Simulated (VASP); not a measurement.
# Ba3SbP: single point with PBEsol

Crystal: Ba3SbP.

```
Ba Sb P
1.0
     6.11318    0.00000    0.00000
     0.00000    6.11318    0.00000
     0.00000    0.00000    6.11318
Ba Sb P
3 1 1
Direct
  0.00000 0.50000 0.50000
  0.50000 0.00000 0.50000
  0.50000 0.50000 0.00000
  0.00000 0.00000 0.00000
  0.50000 0.50000 0.50000
```

```yaml
Program: VASP 6.6.1
Task: single point
Functional: PBEsol
Potentials_or_basis: VASP PAW PBE potentials, release 64 (Ba_sv, Sb, P)
Cutoff: 520 eV
k_mesh: 2 × 2 × 2, shifted
Occupations: gaussian, width 0.1 eV
Spin: no spin polarisation
```

The pressure is -1.4 GPa and the band gap on the k mesh is 1.73 eV, direct.

Levels at points of the mesh, in eV from the valence-band top:
```
           k point  band 16  band 17  band 18  band 19  band 20  band 21  band 22  band 23  band 24  band 25
(0.25, 0.25, 0.00)    -0.87    -0.48    -0.11    -0.08     0.00     1.73     1.77     1.92     2.27     2.32
```

Run time: 2.9 min on 1 thread of AMD EPYC 7R13, on a shared host, peak memory 0.33 GiB.

Caveat: the k points lie up to 0.51 Å⁻¹ apart; the PAW data sets were made with another functional, which shifts forces and pressure a little; spin-orbit coupling is left out, which moves the levels of the heavy elements. A k mesh can miss the band edges.
